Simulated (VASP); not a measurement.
A run of VASP 6.6.1 is set up as follows.

Contents of INCAR:

```
SYSTEM = GeSe3
  PREC = Accurate
  ENCUT = 600
  EDIFF = 1E-6
  ISMEAR = 0
  SIGMA = 0.1
  LREAL = .FALSE.
  LASPH = .TRUE.
  NELM = 80
  ALGO = Normal
  ISIF = 3
  LWAVE = .FALSE.
  LCHARG = .FALSE.
  GGA = PE
  IBRION = 2
  NSW = 100
  EDIFFG = -0.01
```

KPOINTS

```
Automatic mesh
0
G
  10 10 10
  0 0 0
```

Contents of POSCAR:

```
GeSe3
1.0
    4.3988333128      0.0000000000      0.0000000000
    0.0000000000      4.3988333128      0.0000000000
    0.0000000000      0.0000000000      4.3988333128
Ge Se
1 3
Direct
    0.0000000000      0.0000000000      0.0000000000
    0.0000000000      0.5000000000      0.5000000000
    0.5000000000      0.0000000000      0.5000000000
    0.5000000000      0.5000000000      0.0000000000
```

Potentials or basis: VASP PAW PBE potentials, release 64 (Ge_d, Se).

The run is started by

```bash
$ cat potpaw_PBE.64/Ge_d/POTCAR potpaw_PBE.64/Se/POTCAR > POTCAR
$ mpirun -np 1 vasp_std > vasp.out
```

Q: Predict the space group after relaxing (to 0.1 Å).

A: Pm-3m (No. 221).

Q: Predict the band gap on the k mesh.

A: Zero (bands 16 and 17 overlap by 1.98 eV).

Final structure:
```cif
data_structure
_symmetry_space_group_name_H-M 'P 1'
_symmetry_Int_Tables_number 1
_cell_length_a 4.3797
_cell_length_b 4.3797
_cell_length_c 4.3797
_cell_angle_alpha 90.000
_cell_angle_beta 90.000
_cell_angle_gamma 90.000
_cell_volume 84.01
loop_
_atom_site_label
_atom_site_type_symbol
_atom_site_fract_x
_atom_site_fract_y
_atom_site_fract_z
_atom_site_occupancy
Ge1 Ge 0.00000 0.00000 0.00000 1
Se1 Se 0.00000 0.50000 0.50000 1
Se2 Se 0.50000 0.00000 0.50000 1
Se3 Se 0.50000 0.50000 0.00000 1
```
